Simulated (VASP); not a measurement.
# Y2AsN (P4/mmm) in VASP: notebook

Y2AsN is run at these levels: PBEsol; tasks: single point, relaxation of cell and atoms.

Everything below comes from runs of VASP 6.6.1. Logs are shortened: lines on timing, memory, paths and dates and some standing lists are left out, and cuts for length are marked.

## (1) The cell of the first run

The structure is tetragonal, space group P4/mmm (No. 123). The conventional cell has a = 3.788 Å, b = 3.788 Å, c = 5.396 Å, α = 90.00°, β = 90.00°, γ = 90.00°. Y (site symmetry 4/mmm) has 4 As at 2.68 Å and 2 N at 2.70 Å within 3.5 Å. Within 3.5 Å of Y (site symmetry 4/mmm) lie 4 N at 2.68 Å and 2 As at 2.70 Å. Within 3.5 Å of As (site symmetry 4/mmm) lie 6 Y at 2.68 to 2.70 Å. N (site symmetry 4/mmm) has 6 Y at 2.68 to 2.70 Å within 3.5 Å.

## (2) Single point, PBEsol

Input file INCAR:

```
SYSTEM = Y2AsN
PREC = Accurate
ENCUT = 520
EDIFF = 1E-6
ISMEAR = -1
SIGMA = 0.15
LREAL = .FALSE.
LASPH = .TRUE.
NELM = 100
ALGO = Normal
ISIF = 2
LWAVE = .FALSE.
LCHARG = .FALSE.
GGA = PS
NBANDS = 24
```

Input file KPOINTS:

```
Automatic mesh
0
G
  12 12 8
  0 0 0
```

Input file POSCAR:

```
Y2AsN
1.0
    3.7882614251      0.0000000000      0.0000000000
    0.0000000000      3.7882614251      0.0000000000
    0.0000000000      0.0000000000      5.3959384885
Y As N
2 1 1
Direct
    0.0000000000      0.0000000000      0.0000000000
    0.5000000000      0.5000000000      0.5000000000
    0.5000000000      0.5000000000      0.0000000000
    0.0000000000      0.0000000000      0.5000000000
```

Potentials or basis: VASP PAW PBE potentials, release 64 (Y_sv, As, N).

On the command line:

```bash
cat potpaw_PBE.64/Y_sv/POTCAR potpaw_PBE.64/As/POTCAR potpaw_PBE.64/N/POTCAR > POTCAR
mpirun -np 1 vasp_std > vasp.out
```

OUTCAR:

```text
SYSTEM = Y2AsN
   PREC = Accurate
   ENCUT = 520
   EDIFF = 1E-6
   ISMEAR = -1
   LREAL = .FALSE.
   LASPH = .TRUE.
   NELM = 100
   ISIF = 2
   GGA = PS

 ion  position               nearest neighbor table
   1  0.000  0.000  0.000-   3 2.68   3 2.68   3 2.68   3 2.68   4 2.70   4 2.70   2 3.80   2 3.80
                             2 3.80   2 3.80   2 3.80   2 3.80   2 3.80   2 3.80
   2  0.500  0.500  0.500-   4 2.68   4 2.68   4 2.68   4 2.68   3 2.70   3 2.70   1 3.80   1 3.80
                             1 3.80   1 3.80   1 3.80   1 3.80   1 3.80   1 3.80
   3  0.500  0.500  0.000-   1 2.68   1 2.68   1 2.68   1 2.68   2 2.70   2 2.70
   4  0.000  0.000  0.500-   2 2.68   2 2.68   2 2.68   2 2.68   1 2.70   1 2.70

  LATTYP: Found a simple tetragonal cell.
 ALAT       =     3.7882614251
 C/A-ratio  =     1.4243838751

  Lattice vectors:

 A1 = (   3.7882614251,   0.0000000000,   0.0000000000)
 A2 = (   0.0000000000,   3.7882614251,   0.0000000000)
 A3 = (   0.0000000000,   0.0000000000,   5.3959384885)

Analysis of symmetry for initial positions (statically):
=====================================================================
 Subroutine PRICEL returns:
 Original cell was already a primitive cell.

 Routine SETGRP: Setting up the symmetry group for a
 simple tetragonal supercell.

 Subroutine GETGRP returns: Found 16 space group operations
 (whereof 16 operations were pure point group operations)
 out of a pool of 16 trial point group operations.

The static configuration has the point symmetry D_4h.

Analysis of symmetry for dynamics (positions and initial velocities):
=====================================================================
 Subroutine PRICEL returns:
 Original cell was already a primitive cell.

 Routine SETGRP: Setting up the symmetry group for a
 simple tetragonal supercell.

 Subroutine GETGRP returns: Found 16 space group operations
 (whereof 16 operations were pure point group operations)
 out of a pool of 16 trial point group operations.

The dynamic configuration has the point symmetry D_4h.

 Subroutine INISYM returns: Found 16 space group operations
 (whereof 16 operations are pure point group operations),
 and found     1 'primitive' translations

----------------------------------------------------------------------------------------

                                     Primitive cell

  volume of cell :      77.4367

  direct lattice vectors                    reciprocal lattice vectors
     3.788261425  0.000000000  0.000000000     0.263973334  0.000000000  0.000000000
     0.000000000  3.788261425  0.000000000     0.000000000  0.263973334  0.000000000
     0.000000000  0.000000000  5.395938488     0.000000000  0.000000000  0.185324574

  length of vectors
     3.788261425  3.788261425  5.395938488     0.263973334  0.263973334  0.185324574

  position of ions in fractional coordinates (direct lattice)
     0.000000000  0.000000000  0.000000000
     0.500000000  0.500000000  0.500000000
     0.500000000  0.500000000  0.000000000
     0.000000000  0.000000000  0.500000000

  ion indices of the primitive-cell ions
   primitive index   ion index
                 1           1
                 2           2
                 3           3
                 4           4

----------------------------------------------------------------------------------------

 KPOINTS: Automatic mesh

Automatic generation of k-mesh.
 Grid dimensions read from file:
 generate k-points for:   12   12    8

 Generating k-lattice:

  Cartesian coordinates                     Fractional coordinates (reciprocal lattice)
     0.021997778  0.000000000  0.000000000     0.083333333  0.000000000  0.000000000
     0.000000000  0.021997778  0.000000000     0.000000000  0.083333333  0.000000000
     0.000000000  0.000000000  0.023165572     0.000000000  0.000000000  0.125000000

  Length of vectors
     0.021997778  0.021997778  0.023165572

  Shift w.r.t. Gamma in fractional coordinates (k-lattice)
     0.000000000  0.000000000  0.000000000

 Subroutine IBZKPT returns following result:
 ===========================================

 Found    140 irreducible k-points:

 Following reciprocal coordinates:
            Coordinates               Weight
  0.000000  0.000000  0.000000      1.000000
  0.083333  0.000000  0.000000      4.000000
  0.166667  0.000000  0.000000      4.000000
  0.250000  0.000000  0.000000      4.000000
  0.333333  0.000000  0.000000      4.000000
  0.416667  0.000000  0.000000      4.000000
[... 16 lines left out ...]
  0.333333  0.333333  0.000000      4.000000
  0.416667  0.333333  0.000000      8.000000
 [... further k-points ...]
   k-points           NKPTS =    140   k-points in BZ     NKDIM =    140   number of bands    NBANDS=     24
   number of dos      NEDOS =    301   number of ions     NIONS =      4
   total plane-waves  NPLWV =  31360
   dimension x,y,z NGX =    28 NGY =   28 NGZ =   40
   dimension x,y,z NGXF=    56 NGYF=   56 NGZF=   80
   ions per type =               2   1   1
   NGX,Y,Z   is equivalent  to a cutoff of  12.29, 12.29, 12.32 a.u.
   NGXF,Y,Z  is equivalent  to a cutoff of  24.58, 24.58, 24.65 a.u.
 SYSTEM =  Y2AsN
   PREC   = accura    normal or accurate (medium, high low for compatibility)
   ISTART =      0    job   : 0-new  1-cont  2-samecut
   ICHARG =      2    charge: 1-file 2-atom 10-const
   ISPIN  =      1    spin polarized calculation?
   LNONCOLLINEAR =      F non collinear calculations
   LSORBIT =      F    spin-orbit coupling
   LASPH  =      T    aspherical Exc in radial PAW
   ENCUT  =  520.0 eV  38.22 Ry    6.18 a.u.   7.04  7.04 10.03*2*pi/ulx,y,z
   NELM   =    100;   NELMIN=  2; NELMDL= -5     # of ELM steps
   EDIFF  = 0.1E-05   stopping-criterion for ELM
   LREAL  =      F    real-space projection
   EDIFFG = 0.1E-04   stopping-criterion for IOM
   NSW    =      0    number of steps for IOM
   IBRION =     -1    ionic relax: 0-MD 1-quasi-New 2-CG
   NFREE  =      0    steps in history (QN), initial steepest desc. (CG)
   ISIF   =      2    stress and relaxation
   ISYM   =      2    0-nonsym 1-usesym 2-fastsym
   POTIM  = 0.5000    time-step for ionic-motion
   TEBEG  =    0.0;   TEEND  =   0.0 temperature during run
   PSTRESS=    0.0 pullay stress
   NELECT =      32.0000    total number of electrons
   NUPDOWN=      -1.0000    fix difference up-down
   EMIN   =  10.00;   EMAX   =-10.00  energy-range for DOS
   EFERMI =   0.00;   METHOD = LEGACY
   ISMEAR =    -1;   SIGMA  =   0.15  broadening in eV -4-tet -1-fermi 0-gaus
   EFERMI_NEDOS =   21; number of points for ismear=-14 and -15
   IALGO  =     38    algorithm
   IMIX   =      4    mixing-type and parameters
     AMIX     =   0.40;   BMIX     =  1.00
     AMIX_MAG =   1.60;   BMIX_MAG =  1.00
  volume/ion in A,a.u.               =      19.36       130.64
  Fermi-wavevector in a.u.,A,eV,Ry     =   1.219390  2.304312 20.230657  1.486911
  Thomas-Fermi vector in A             =   2.354643
   LORBIT       =      0    0 simple, 1 ext, 2 COOP (PROOUT), +10 PAW based schemes
   GGA     = PS    functional components
   LHFCALC =     F    Hartree Fock is set to
   AEXX    =    0.0000 exact exchange contribution
   IVDW    =     0    specifies the selected vdW correction
   LEPSILON=     F    determine dielectric tensor
   LRPA    =     F    only Hartree local field effects (RPA)
 non-spin polarized calculation
  energy-cutoff  :      520.00
  volume of cell :       77.44
 maximum number of plane-waves:      2112
   NGX = 15   NGY = 15   NGZ = 21

 number of electron      31.9999997 magnetization

 Free energy of the ion-electron system (eV)
  ---------------------------------------------------
  ext. energy  EPLUGINS =         0.00000000
  ---------------------------------------------------
  free energy    TOTEN  =       -32.41271763 eV

  energy without entropy =      -32.38098578  energy(sigma->0) =      -32.39685170

 E-fermi :   4.0629     XC(G=0): -10.6742

 val. band max:        4.0177198212   @ k =   0.0000   0.0000   0.2500
 cond. band min:       4.0733943393   @ k =   0.3333   0.3333   0.0000
 fundamental gap:      0.0556745181
 Fermi energy:         4.0629204585

 k-point     1 :       0.0000    0.0000    0.0000
  band No.  band energies     occupation
      1     -37.7801      2.00000
      2     -37.4772      2.00000
      3     -18.0724      2.00000
      4     -17.7039      2.00000
      5     -17.7039      2.00000
      6     -17.5527      2.00000
[... 16 lines left out ...]
     23       7.0831      0.00000
     24       8.9035      0.00000

 k-point     2 :       0.0833    0.0000    0.0000
  band No.  band energies     occupation
      1     -37.7792      2.00000
      2     -37.4763      2.00000
      3     -18.0677      2.00000
      4     -17.7191      2.00000
      5     -17.6994      2.00000
      6     -17.5756      2.00000
[... 16 lines left out ...]
     23       7.4575      0.00000
     24       9.0991      0.00000

 k-point     3 :       0.1667    0.0000    0.0000
  band No.  band energies     occupation
      1     -37.7767      2.00000
      2     -37.4740      2.00000
      3     -18.0544      2.00000
      4     -17.7603      2.00000
      5     -17.6868      2.00000
      6     -17.6374      2.00000
[... 16 lines left out ...]
     23       8.5137      0.00000
     24       9.4558      0.00000
[... 514 lines left out ...]
 k-point    23 :       0.3333    0.3333    0.0000
  band No.  band energies     occupation
      1     -37.7614      2.00000
      2     -37.4564      2.00000
      3     -17.9900      2.00000
      4     -17.8742      2.00000
      5     -17.8584      2.00000
      6     -17.7237      2.00000
[... 16 lines left out ...]
     23       9.4072      0.00000
     24       9.7242      0.00000

 k-point    24 :       0.4167    0.3333    0.0000
  band No.  band energies     occupation
      1     -37.7593      2.00000
      2     -37.4537      2.00000
      3     -17.9835      2.00000
      4     -17.9014      2.00000
      5     -17.8879      2.00000
      6     -17.7138      2.00000
[... 16 lines left out ...]
     23       9.5486      0.00000
     24       9.6321      0.00000

 [... further k-points ...]

------------------------ aborting loop because EDIFF is reached ----------------------------------------

  FORCE on cell =-STRESS in cart. coord.  units (eV):
  Direction    XX          YY          ZZ          XY          YZ          ZX
  --------------------------------------------------------------------------------------
  -------------------------------------------------------------------------------------
  Total        0.0322573      0.0322573      0.0558901      0.0000000      0.0000000      0.0000000
  in kB        0.6674080      0.6674080      1.1563745      0.0000000      0.0000000      0.0000000
  external PRESSURE =       0.8303968 kB  Pullay stress =       0.0000000 kB

 VOLUME and BASIS-vectors are now :
 -----------------------------------------------------------------------------
  energy-cutoff  :      520.00
  volume of cell :       77.44
      direct lattice vectors                 reciprocal lattice vectors
     3.788261425  0.000000000  0.000000000     0.263973334  0.000000000  0.000000000
     0.000000000  3.788261425  0.000000000     0.000000000  0.263973334  0.000000000
     0.000000000  0.000000000  5.395938488     0.000000000  0.000000000  0.185324574

 POSITION                                       TOTAL-FORCE (eV/Angst)
 -----------------------------------------------------------------------------------
      0.00000      0.00000      0.00000         0.000000      0.000000      0.000000
      1.89413      1.89413      2.69797         0.000000      0.000000      0.000000
      1.89413      1.89413      0.00000         0.000000      0.000000      0.000000
      0.00000      0.00000      2.69797         0.000000      0.000000      0.000000
 -----------------------------------------------------------------------------------
    total drift:                                0.000000      0.000000      0.000000

  FREE ENERGIE OF THE ION-ELECTRON SYSTEM (eV)
  ---------------------------------------------------
  free  energy   TOTEN  =       -32.4127176279 eV

  energy  without entropy=      -32.3809857796  energy(sigma->0) =      -32.39685170
```

Run time: 88 s. Hardware: 1 thread of Intel Xeon 6975P-C (Granite Rapids), shared host; peak memory 0.4 GiB.

What came out:

| Item | Value |
| --- | --- |
| Free energy | -32.4127 eV |
| Pressure | 0.1 GPa |
| Band gap on the k mesh | zero (bands 16 and 17 overlap by 0.84 eV) |

Caveat: the PAW data sets were made with another functional, which shifts forces and pressure a little.

## (3) Single point, PBEsol

Input file INCAR:

```
  PREC = Accurate
  ENCUT = 520
  EDIFF = 1E-6
  ISMEAR = -1
  SIGMA = 0.15
  LREAL = False
  LASPH = True
  NELM = 100
  ALGO = Normal
  ISIF = 2
  LWAVE = False
  LCHARG = False
  GGA = PS
  NBANDS = 24
```

Input file KPOINTS:

```
regular mesh
0
Gamma
  12 12 8
```

POSCAR is that of step 2.

Potentials or basis: VASP PAW PBE potentials, release 64 (Y_sv, As, N).

On the command line:

```bash
cat potpaw_PBE.64/Y_sv/POTCAR potpaw_PBE.64/As/POTCAR potpaw_PBE.64/N/POTCAR > POTCAR
mpirun -np 1 vasp_std > vasp.out
```

Wall time 91 s (1 thread of Intel Xeon 6975P-C (Granite Rapids), shared host); peak memory 0.39 GiB.

It converged, with:

```yaml
Free_energy: -32.4127 eV
Pressure: 0.1 GPa
Band_gap_on_the_k_mesh: zero (bands 16 and 17 overlap by 0.84 eV)
```

Levels at points of the mesh, in eV from the Fermi level:
```csv
k point,band 14,band 15,band 16,band 17,band 18,band 19
"(0.00, 0.00, 0.00)",-0.58,0.18,0.43,0.43,1.90,1.90
"(0.50, 0.00, 0.00)",-2.06,-1.66,-1.61,2.85,3.37,3.81
"(0.50, 0.50, 0.00)",-0.58,-0.58,-0.47,-0.42,-0.42,3.86
"(0.00, 0.00, 0.50)",-0.63,-0.35,-0.35,-0.16,1.23,3.05
"(0.50, 0.00, 0.50)",-2.09,-1.89,-1.76,3.85,4.27,4.41
"(0.50, 0.50, 0.50)",-1.81,-1.81,-1.79,2.44,2.44,3.73
```

Caveat: the PAW data sets were made with another functional, which shifts forces and pressure a little.

## (4) Relaxation of cell and atoms, PBEsol

Input file INCAR:

```
SYSTEM = Y2AsN
PREC     = Accurate       ! precision mode
ENCUT    = 600            ! plane-wave cutoff, eV
EDIFF    = 1E-6           ! SCF threshold, eV
ISMEAR   = -1             ! smearing method
SIGMA    = 0.15           ! smearing width, eV
LREAL    = .FALSE.        ! projectors in reciprocal space
LASPH    = .TRUE.         ! aspherical terms in the spheres
NELM     = 60             ! most SCF steps
ALGO     = Normal         ! electronic algorithm
ISIF     = 3              ! what is computed and relaxed
LWAVE    = .FALSE.        ! write WAVECAR
LCHARG   = .FALSE.        ! write CHGCAR
GGA      = PS             ! functional
IBRION   = 2              ! ionic algorithm
NSW      = 80             ! ionic steps
EDIFFG   = -0.001         ! ionic threshold
```

Input file KPOINTS:

```
Automatic mesh
0
G
  12 12 8
  0 0 0
```

POSCAR is that of step 3.

On the command line:

```bash
cat potpaw_PBE.64/Y_sv/POTCAR potpaw_PBE.64/As/POTCAR potpaw_PBE.64/N/POTCAR > POTCAR
mpirun -np 1 vasp_std > vasp.out
```

Wall time 2.8 min (1 thread of Intel Xeon 6975P-C (Granite Rapids), shared host); peak memory 0.45 GiB.

Results (log left out):

```
Free energy                           : -32.4145 eV
Relaxed volume                        : 19.37 Å³/atom
Relaxed cell                          : a = 3.788 Å, b = 3.788 Å, c = 5.398 Å, α = 90.00°, β = 90.00°, γ = 90.00°
Space group after relaxing (to 0.1 Å) : P4/mmm (No. 123)
Energy gained by relaxing             : 0.0 meV/atom
Ionic steps                           : 3
Pressure after relaxing               : 0.0 GPa
Band gap on the k mesh                : zero (bands 16 and 17 overlap by 0.84 eV)
```

Final structure:
```
Y As N
1.0
     3.78847    0.00000    0.00000
     0.00000    3.78847    0.00000
     0.00000    0.00000    5.39751
Y As N
2 1 1
Direct
  0.00000 0.00000 0.00000
  0.50000 0.50000 0.50000
  0.50000 0.50000 0.00000
  0.00000 0.00000 0.50000
```

Levels at points of the mesh, in eV from the Fermi level:
```tsv
k point	band 14	band 15	band 16	band 17	band 18	band 19
(0.00, 0.00, 0.00)	-0.58	0.17	0.43	0.43	1.90	1.90
(0.50, 0.00, 0.00)	-2.06	-1.66	-1.60	2.85	3.37	3.80
(0.50, 0.50, 0.00)	-0.58	-0.58	-0.47	-0.41	-0.41	3.86
(0.00, 0.00, 0.50)	-0.63	-0.35	-0.35	-0.16	1.23	3.05
(0.50, 0.00, 0.50)	-2.09	-1.89	-1.76	3.85	4.27	4.41
(0.50, 0.50, 0.50)	-1.81	-1.81	-1.78	2.44	2.44	3.73
```

Caveat: the PAW data sets were made with another functional, which shifts forces and pressure a little.

The gap in the log of VASP goes by the Fermi energy; the results here count the filled bands.